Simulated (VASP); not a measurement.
NbAs:

```
CELL_PARAMETERS angstrom
0.00000 2.59857 2.59857
2.59857 0.00000 2.59857
2.59857 2.59857 0.00000
ATOMIC_POSITIONS crystal
Nb 0.00000 0.00000 0.00000
As 0.50000 0.50000 0.50000
```

```yaml
Program: VASP 6.6.1
Task: relaxation of cell and atoms
Functional: r2SCAN
Potentials_or_basis: VASP PAW PBE potentials, release 64 (Nb_sv, As)
Cutoff: 600 eV
k_mesh: 6 × 6 × 6
Occupations: gaussian, width 0.1 eV
Spin: no spin polarisation
```

At the start: pressure 6.4 GPa; volume 17.55 Å³/atom.

**Question.** How do energy, volume and symmetry change on relaxing?

**Answer.** Over 3 steps the energy falls by 13.2 meV/atom and the volume is 18.25 Å³/atom (+4.0 %); space group Fm-3m (No. 225, to 0.05 Å).

Step by step:
```tsv
step	energy change (eV)	largest force (eV/Å)	pressure (GPa)	volume (Å³)
1	0.0000	0.0000	6.36	35.09
2	0.0341	0.0000	-8.05	38.75
3	-0.0264	0.0000	-0.09	36.50
```

Final structure:
```
Nb As
1.0
     0.00000    2.63272    2.63272
     2.63272    0.00000    2.63272
     2.63272    2.63272    0.00000
Nb As
1 1
Cartesian
  0.0000 0.0000 0.0000
  2.6327 2.6327 2.6327
```

Caveat: the PAW data sets were made with another functional, which shifts forces and pressure a little.
